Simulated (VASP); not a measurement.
# BN (P6_3mc) in VASP: settings compared

Aim: see how the results for BN move with the level of theory and the settings. Levels: LDA, r2SCAN. Tasks: single point.

Program: VASP 6.6.1. These are calculated values, not measurements. Logs are shortened: lines on timing, memory, paths and dates and some standing lists are left out, and cuts for length are marked.

## (1) The cell of the first run

It takes space group P6_3mc (No. 186, hexagonal). Conventional cell: a = 2.502 Å, b = 2.502 Å, c = 4.141 Å, α = 90.00°, β = 90.00°, γ = 120.00°. N (site symmetry 3m) has 4 B at 1.54 to 1.55 Å within 2.0 Å. B (site symmetry 3m) has 4 N at 1.54 to 1.55 Å within 2.0 Å.

## (2) Single point, LDA

Contents of INCAR:

```
PREC     = Accurate       # precision mode
ENCUT    = 910            # plane-wave cutoff, eV
EDIFF    = 1E-6           # SCF threshold, eV
ISMEAR   = -1             # smearing method
SIGMA    = 0.05           # smearing width, eV
LREAL    = False          # projectors in reciprocal space
LASPH    = True           # aspherical terms in the spheres
NELM     = 120            # most SCF steps
ALGO     = Normal         # electronic algorithm
ISIF     = 2              # what is computed and relaxed
LWAVE    = False          # write WAVECAR
LCHARG   = False          # write CHGCAR
NBANDS   = 16             # bands
GGA_COMPAT= False
```

Contents of KPOINTS:

```
Automatic mesh
0
Gamma
  12 12 6
```

Contents of POSCAR:

```
BN
1.0
    2.5018037563      0.0000000000      0.0000000000
   -1.2509018782      2.1666256083      0.0000000000
    0.0000000000      0.0000000000      4.1405684416
N B
2 2
Direct
    0.3333333333      0.6666666667      0.1252760000
    0.6666666667      0.3333333333      0.6252760000
    0.3333333333      0.6666666667      0.4997240000
    0.6666666667      0.3333333333      0.9997240000
```

Potentials or basis: VASP PAW LDA potentials, release 64 (N_h, B_h).

The run is started by

```console
$ cat potpaw_LDA.64/N_h/POTCAR potpaw_LDA.64/B_h/POTCAR > POTCAR
$ mpirun -np 1 vasp_std > vasp.out
```

OUTCAR:

```text
PREC = Accurate
   ENCUT = 910
   EDIFF = 1E-6
   ISMEAR = -1
   LREAL = False
   LASPH = True
   NELM = 120
   ISIF = 2

 ion  position               nearest neighbor table
   1  0.333  0.667  0.125-
   2  0.667  0.333  0.625-
   3  0.333  0.667  0.500-
   4  0.667  0.333  1.000-

  LATTYP: Found a hexagonal cell.
 ALAT       =     2.5018037563
 C/A-ratio  =     1.6550332660

  Lattice vectors:

 A1 = (   2.5018037563,   0.0000000000,   0.0000000000)
 A2 = (  -1.2509018782,   2.1666256083,   0.0000000000)
 A3 = (   0.0000000000,   0.0000000000,   4.1405684416)

Analysis of symmetry for initial positions (statically):
=====================================================================
 Subroutine PRICEL returns:
 Original cell was already a primitive cell.

 Routine SETGRP: Setting up the symmetry group for a
 hexagonal supercell.

 Subroutine GETGRP returns: Found 12 space group operations
 (whereof  6 operations were pure point group operations)
 out of a pool of 24 trial point group operations.

The static configuration has the point symmetry C_3v.
 The point group associated with its full space group is C_6v.

Analysis of symmetry for dynamics (positions and initial velocities):
=====================================================================
 Subroutine PRICEL returns:
 Original cell was already a primitive cell.

 Routine SETGRP: Setting up the symmetry group for a
 hexagonal supercell.

 Subroutine GETGRP returns: Found 12 space group operations
 (whereof  6 operations were pure point group operations)
 out of a pool of 24 trial point group operations.

The dynamic configuration has the point symmetry C_3v.
 The point group associated with its full space group is C_6v.

 Subroutine INISYM returns: Found 12 space group operations
 (whereof  6 operations are pure point group operations),
 and found     1 'primitive' translations

----------------------------------------------------------------------------------------

                                     Primitive cell

  volume of cell :      22.4438

  direct lattice vectors                    reciprocal lattice vectors
     2.501803756  0.000000000  0.000000000     0.399711607  0.230773604  0.000000000
    -1.250901878  2.166625608  0.000000000     0.000000000  0.461547208  0.000000000
     0.000000000  0.000000000  4.140568442     0.000000000  0.000000000  0.241512733

  length of vectors
     2.501803756  2.501803756  4.140568442     0.461547208  0.461547208  0.241512733

  position of ions in fractional coordinates (direct lattice)
     0.333333333  0.666666667  0.125276000
     0.666666667  0.333333333  0.625276000
     0.333333333  0.666666667  0.499724000
     0.666666667  0.333333333  0.999724000

  ion indices of the primitive-cell ions
   primitive index   ion index
                 1           1
                 2           2
                 3           3
                 4           4

----------------------------------------------------------------------------------------

 KPOINTS: Automatic mesh

Automatic generation of k-mesh.
 Grid dimensions read from file:
 generate k-points for:   12   12    6

 Generating k-lattice:

  Cartesian coordinates                     Fractional coordinates (reciprocal lattice)
     0.033309301  0.019231134  0.000000000     0.083333333  0.000000000  0.000000000
     0.000000000  0.038462267  0.000000000     0.000000000  0.083333333  0.000000000
     0.000000000  0.000000000  0.040252122     0.000000000  0.000000000  0.166666667

  Length of vectors
     0.038462267  0.038462267  0.040252122

  Shift w.r.t. Gamma in fractional coordinates (k-lattice)
     0.000000000  0.000000000  0.000000000

 Subroutine IBZKPT returns following result:
 ===========================================

 Found     76 irreducible k-points:

 Following reciprocal coordinates:
            Coordinates               Weight
  0.000000  0.000000  0.000000      1.000000
  0.083333  0.000000  0.000000      6.000000
  0.166667 -0.000000  0.000000      6.000000
  0.250000 -0.000000  0.000000      6.000000
  0.333333 -0.000000  0.000000      6.000000
  0.416667  0.000000  0.000000      6.000000
[... 16 lines left out ...]
  0.250000 -0.000000  0.166667     12.000000
  0.333333 -0.000000  0.166667     12.000000
 [... further k-points ...]
   k-points           NKPTS =     76   k-points in BZ     NKDIM =     76   number of bands    NBANDS=     16
   number of dos      NEDOS =    301   number of ions     NIONS =      4
   total plane-waves  NPLWV =  32928
   dimension x,y,z NGX =    28 NGY =   28 NGZ =   42
   dimension x,y,z NGXF=    56 NGYF=   56 NGZF=   84
   ions per type =               2   2
   NGX,Y,Z   is equivalent  to a cutoff of  18.61, 18.61, 16.86 a.u.
   NGXF,Y,Z  is equivalent  to a cutoff of  37.21, 37.21, 33.73 a.u.
 SYSTEM =  unknown system
   PREC   = accura    normal or accurate (medium, high low for compatibility)
   ISTART =      0    job   : 0-new  1-cont  2-samecut
   ICHARG =      2    charge: 1-file 2-atom 10-const
   ISPIN  =      1    spin polarized calculation?
   LNONCOLLINEAR =      F non collinear calculations
   LSORBIT =      F    spin-orbit coupling
   LASPH  =      T    aspherical Exc in radial PAW
   ENCUT  =  910.0 eV  66.88 Ry    8.18 a.u.   6.15  6.15 10.18*2*pi/ulx,y,z
   NELM   =    120;   NELMIN=  2; NELMDL= -5     # of ELM steps
   EDIFF  = 0.1E-05   stopping-criterion for ELM
   LREAL  =      F    real-space projection
   EDIFFG = 0.1E-04   stopping-criterion for IOM
   NSW    =      0    number of steps for IOM
   IBRION =     -1    ionic relax: 0-MD 1-quasi-New 2-CG
   NFREE  =      0    steps in history (QN), initial steepest desc. (CG)
   ISIF   =      2    stress and relaxation
   ISYM   =      2    0-nonsym 1-usesym 2-fastsym
   POTIM  = 0.5000    time-step for ionic-motion
   TEBEG  =    0.0;   TEEND  =   0.0 temperature during run
   PSTRESS=    0.0 pullay stress
   NELECT =      16.0000    total number of electrons
   NUPDOWN=      -1.0000    fix difference up-down
   EMIN   =  10.00;   EMAX   =-10.00  energy-range for DOS
   EFERMI =   0.00;   METHOD = LEGACY
   ISMEAR =    -1;   SIGMA  =   0.05  broadening in eV -4-tet -1-fermi 0-gaus
   EFERMI_NEDOS =   21; number of points for ismear=-14 and -15
   IALGO  =     38    algorithm
   IMIX   =      4    mixing-type and parameters
     AMIX     =   0.40;   BMIX     =  1.00
     AMIX_MAG =   1.60;   BMIX_MAG =  1.00
  volume/ion in A,a.u.               =       5.61        37.86
  Fermi-wavevector in a.u.,A,eV,Ry     =   1.462455  2.763639 29.099789  2.138774
  Thomas-Fermi vector in A             =   2.578666
   LORBIT       =      0    0 simple, 1 ext, 2 COOP (PROOUT), +10 PAW based schemes
   GGA     = CA    functional components
   LHFCALC =     F    Hartree Fock is set to
   AEXX    =    0.0000 exact exchange contribution
   IVDW    =     0    specifies the selected vdW correction
   LEPSILON=     F    determine dielectric tensor
   LRPA    =     F    only Hartree local field effects (RPA)
 non-spin polarized calculation
  energy-cutoff  :      910.00
  volume of cell :       22.44
 maximum number of plane-waves:      1420
 NGX is ok and might be reduce to    28
   NGX = 13   NGY = 13   NGZ = 21

 number of electron      16.0000001 magnetization

 Free energy of the ion-electron system (eV)
  ---------------------------------------------------
  ext. energy  EPLUGINS =         0.00000000
  ---------------------------------------------------
  free energy    TOTEN  =       -38.74404192 eV

  energy without entropy =      -38.74404192  energy(sigma->0) =      -38.74404192

 E-fermi :  10.6768     XC(G=0): -13.5128

 val. band max:        9.7548218506   @ k =   0.0000   0.0000   0.0000
 cond. band min:      14.6215524794   @ k =   0.3333   0.3333   0.0000
 fundamental gap:      4.8667306288
 Fermi energy:        10.6767504939

 k-point     1 :       0.0000    0.0000    0.0000
  band No.  band energies     occupation
      1     -11.1011      2.00000
      2      -6.6439      2.00000
      3      -1.6959      2.00000
      4       7.5117      2.00000
      5       7.5117      2.00000
      6       9.4514      2.00000
[... 8 lines left out ...]
     15      21.9158      0.00000
     16      26.3825      0.00000

 k-point     2 :       0.0833    0.0000    0.0000
  band No.  band energies     occupation
      1     -10.9431      2.00000
      2      -6.5204      2.00000
      3      -1.5409      2.00000
      4       6.8043      2.00000
      5       7.2092      2.00000
      6       9.1750      2.00000
[... 8 lines left out ...]
     15      22.3816      0.00000
     16      26.1270      0.00000

 k-point     3 :       0.1667   -0.0000    0.0000
  band No.  band energies     occupation
      1     -10.4733      2.00000
      2      -6.1658      2.00000
      3      -1.0817      2.00000
      4       5.0902      2.00000
      5       6.5030      2.00000
      6       7.7406      2.00000
[... 8 lines left out ...]
     15      23.5908      0.00000
     16      25.3619      0.00000

 k-point     4 :       0.2500   -0.0000    0.0000
  band No.  band energies     occupation
      1      -9.7071      2.00000
      2      -5.6429      2.00000
      3      -0.3407      2.00000
      4       3.0455      2.00000
      5       5.7169      2.00000
      6       5.9272      2.00000
[... 8 lines left out ...]
     15      25.1514      0.00000
     16      25.7016      0.00000

 k-point     5 :       0.3333   -0.0000    0.0000
  band No.  band energies     occupation
      1      -8.6818      2.00000
      2      -5.1308      2.00000
      3       0.5710      2.00000
      4       1.2692      2.00000
      5       4.0932      2.00000
      6       5.0576      2.00000
[... 8 lines left out ...]
     15      26.2171      0.00000
     16      26.6598      0.00000

 k-point     6 :       0.4167    0.0000    0.0000
  band No.  band energies     occupation
      1      -7.5020      2.00000
      2      -5.0512      2.00000
      3       0.0670      2.00000
      4       1.7360      2.00000
      5       2.5821      2.00000
      6       4.6304      2.00000
[... 8 lines left out ...]
     15      26.3154      0.00000
     16      27.7449      0.00000
[... 267 lines left out ...]
 k-point    21 :       0.0833    0.0000    0.1667
  band No.  band energies     occupation
      1     -10.7704      2.00000
      2      -7.1534      2.00000
      3      -0.6094      2.00000
      4       6.9338      2.00000
      5       7.3380      2.00000
      6       8.3694      2.00000
[... 8 lines left out ...]
     15      22.1820      0.00000
     16      25.8426      0.00000

 k-point    22 :       0.1667   -0.0000    0.1667
  band No.  band energies     occupation
      1     -10.3029      2.00000
      2      -6.7678      2.00000
      3      -0.2042      2.00000
      4       5.2390      2.00000
      5       6.6414      2.00000
      6       7.2929      2.00000
[... 8 lines left out ...]
     15      23.3540      0.00000
     16      25.4635      0.00000

 k-point    23 :       0.2500   -0.0000    0.1667
  band No.  band energies     occupation
      1      -9.5414      2.00000
      2      -6.1807      2.00000
      3       0.3898      2.00000
      4       3.2627      2.00000
      5       5.4741      2.00000
      6       5.8629      2.00000
[... 8 lines left out ...]
     15      24.7967      0.00000
     16      25.8198      0.00000

 k-point    24 :       0.3333   -0.0000    0.1667
  band No.  band energies     occupation
      1      -8.5256      2.00000
      2      -5.5397      2.00000
      3       0.5477      2.00000
      4       2.0629      2.00000
      5       3.6130      2.00000
      6       5.2085      2.00000
[... 8 lines left out ...]
     15      26.2545      0.00000
     16      26.6881      0.00000

 [... further k-points ...]
[... 5 lines left out ...]
  --------------------------------------------------------------------------------------
  -------------------------------------------------------------------------------------
  Total        1.5690978      1.5690978      1.5595544     -0.0000000      0.0000000      0.0000000
  in kB      112.0117319    112.0117319    111.3304694     -0.0000000      0.0000000      0.0000000
  external PRESSURE =     111.7846444 kB  Pullay stress =       0.0000000 kB

 VOLUME and BASIS-vectors are now :
 -----------------------------------------------------------------------------
  energy-cutoff  :      910.00
  volume of cell :       22.44
      direct lattice vectors                 reciprocal lattice vectors
     2.501803756  0.000000000  0.000000000     0.399711607  0.230773604  0.000000000
    -1.250901878  2.166625608  0.000000000     0.000000000  0.461547208  0.000000000
     0.000000000  0.000000000  4.140568442     0.000000000  0.000000000  0.241512733

 POSITION                                       TOTAL-FORCE (eV/Angst)
 -----------------------------------------------------------------------------------
     -0.00000      1.44442      0.51871        -0.000000      0.000000      0.028581
      1.25090      0.72221      2.58900         0.000000     -0.000000      0.028581
     -0.00000      1.44442      2.06914        -0.000000     -0.000000     -0.028581
      1.25090      0.72221      4.13943        -0.000000      0.000000     -0.028581
 -----------------------------------------------------------------------------------
    total drift:                               -0.000000      0.000000      0.000970

  FREE ENERGIE OF THE ION-ELECTRON SYSTEM (eV)
  ---------------------------------------------------
  free  energy   TOTEN  =       -38.7440419209 eV

  energy  without entropy=      -38.7440419209  energy(sigma->0) =      -38.74404192
```

Wall time 38 s (1 thread of Intel Xeon Platinum 8488C (Sapphire Rapids), shared host); peak memory 0.17 GiB.

Results:

- Free energy: -38.7440 eV
- Pressure: 11.2 GPa
- Largest force: 0.029 eV/Å
- Band gap on the k mesh: 4.87 eV, indirect (least direct gap 8.40 eV)

Forces on the atoms (eV/Å):
```
N    0.000  0.000  0.029
N    0.000  0.000  0.029
B    0.000  0.000 -0.029
B    0.000  0.000 -0.029
```

Caveat: the cutoff is under 1.25 times the usual one of these potentials, so pressure, stress and relaxed cells hold a basis-set (Pulay) error. Expect the measured gap to be larger: semilocal functionals such as LDA lack the derivative discontinuity.

(Continued in part 2 of 2.)
